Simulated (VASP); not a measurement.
Write the native input for VASP 6.6.1 that does the following.

| Item | Value |
| --- | --- |
| Task | single point |
| Functional | PBE |
| Dispersion | D3(BJ) |
| Potentials or basis | VASP PAW PBE potentials, release 64 (W_sv, Se) |
| Cutoff | 520 eV |
| k mesh | 12 × 12 × 2 |
| Occupations | gaussian, width 0.05 eV |
| Spin | no spin polarisation |
| Dipole correction | no |
| Further INCAR settings | ALGO = Normal; EDIFF = 1e-07; NBANDS = 35 |

The structure of WSe2 lies in POSCAR:

```
WSe2
1.0
    3.3773983872      0.0000000000      0.0000000000
   -1.6886991936      2.9249128020      0.0000000000
    0.0000000000      0.0000000000     13.1722696866
W Se
2 4
Direct
    0.3333333333      0.6666666667      0.2500000000
    0.6666666667      0.3333333333      0.7500000000
    0.3333333333      0.6666666667      0.6182912225
    0.6666666667      0.3333333333      0.1182912225
    0.3333333333      0.6666666667      0.8817087775
    0.6666666667      0.3333333333      0.3817087775
```

This cell differs from its parent crystal: strain +0.030 along x and y, +0.030 along z.

These files were run (other wordings do the same):

INCAR

```
ALGO     = Normal         # electronic algorithm
EDIFF    = 1E-7           # SCF threshold, eV
ENCUT    = 520            # plane-wave cutoff, eV
GGA      = PE             # functional
ISIF     = 2              # what is computed and relaxed
ISMEAR   = 0              # smearing method
IVDW     = 12             # dispersion correction
LASPH    = True           # aspherical terms in the spheres
LCHARG   = True           # write CHGCAR
LELF     = True           # ELF
LREAL    = False          # projectors in reciprocal space
LVHAR    = True         
LWAVE    = False          # write WAVECAR
NBANDS   = 35             # bands
NELM     = 80             # most SCF steps
PREC     = Accurate       # precision mode
SIGMA    = 0.05           # smearing width, eV
```

KPOINTS

```
k-points
0
Gamma
  12 12 2
```

Potentials or basis: VASP PAW PBE potentials, release 64 (W_sv, Se).

Launch:

```console
$ cat potpaw_PBE.64/W_sv/POTCAR potpaw_PBE.64/Se/POTCAR > POTCAR
$ mpirun -np 1 vasp_std > vasp.out
```

Results of the run:

| Item | Value |
| --- | --- |
| Pressure | -10.2 GPa |
| Largest force | 1.225 eV/Å |
| Band gap on the k mesh | 0.95 eV, indirect (least direct gap 1.38 eV) |
| Dispersion energy per atom | -0.434 eV |

Caveat: the cell differs from its parent crystal (strain +0.030 along x and y, +0.030 along z); spin-orbit coupling is left out, which moves the levels of the heavy elements; forces of over 1 eV/Å act on the atoms, so gaps and moduli don't describe the material at rest.

It took 2.3 min on 1 thread of AMD EPYC 9R45 96-Core Processor (Zen 5) (shared host), peak memory 0.31 GiB.
